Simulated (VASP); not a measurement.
Input of a VASP 6.6.1 run:

Contents of POSCAR:

```
Al
1.0
    2.8222559492     -0.1126553848     -0.0145718838
   -1.5086903997      2.2205624485      0.0246575175
   -0.0478228862      0.0658307290     10.3224183847
Al
4
Direct
    0.0091558568      0.0060496300     -0.0007027156
    0.3296049894      0.6647586088      0.2510616732
   -0.0061009969     -0.0019598455      0.4993512023
    0.6673401507      0.3311516067      0.7502898401
```

The input INCAR.step1:

```
SYSTEM = Al
PREC = Accurate
ENCUT = 520
ISMEAR = 0
SIGMA = 0.15
LREAL = .FALSE.
LASPH = .TRUE.
NELM = 100
NBANDS = 14
GGA = PE
ALGO = Normal
EDIFF = 1E-4
LWAVE = .TRUE.
LCHARG = .FALSE.
```

Contents of INCAR.step2:

```
SYSTEM = Al
PREC = Accurate
ENCUT = 520
EDIFF = 1E-6
ISMEAR = 0
SIGMA = 0.15
LREAL = .FALSE.
LASPH = .TRUE.
NELM = 100
ALGO = Normal
ISIF = 2
LWAVE = .FALSE.
LCHARG = .FALSE.
METAGGA = R2SCAN
LMIXTAU = .TRUE.
NBANDS = 14
ISTART = 1
```

Contents of KPOINTS:

```
Automatic mesh
0
G
  12 12 4
  0 0 0
```

Potentials or basis: VASP PAW PBE potentials, release 64 (Al).

Run with:

```sh
$ cat potpaw_PBE.64/Al/POTCAR > POTCAR
$ cp INCAR.step1 INCAR
$ mpirun -np 1 vasp_std > vasp.out
$ cp INCAR.step2 INCAR
$ mpirun -np 1 vasp_std > vasp.out
```

(1) What does it give for the largest force?

(2) Estimate the band gap on the k mesh.

(3) Estimate the pressure.

Results:

(1) 0.068 eV/Å.

(2) zero (bands 6 and 7 overlap by 5.29 eV).

(3) 7.9 GPa.

Caveat: the cell stands under pressure; the PAW data sets were made with another functional, which shifts forces and pressure a little.
